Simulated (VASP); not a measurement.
Au:

```
Au
1.0
     1.41131   -2.55593    0.00000
     1.41131    2.55593    0.00000
     0.00000    0.00000    4.89317
Au
2
Direct
  0.66533 0.33467 0.25000
  0.33467 0.66533 0.75000
```

Base run:

```yaml
Program: VASP 6.6.1
Functional: PBE
Potentials_or_basis: VASP PAW PBE potentials, release 64 (Au)
Cutoff: 520 eV
k_mesh: 8 × 8 × 4
Occupations: gaussian, width 0.1 eV
Spin: no spin polarisation
```

Its results: band gap on the k mesh zero (band 11 reaches 12.32 eV, above the bottom of band 12 at 6.37 eV); pressure 3.4 GPa.

Problem. The run is repeated on the same cell with these changes: k mesh from 8 × 8 × 4 to 24 × 24 × 12. What comes out?

Solution. Band gap on the k mesh zero (band 11 reaches 12.91 eV, above the bottom of band 12 at 6.36 eV); pressure 2.9 GPa.

Caveats: spin-orbit coupling is left out, which moves the levels of the heavy elements.
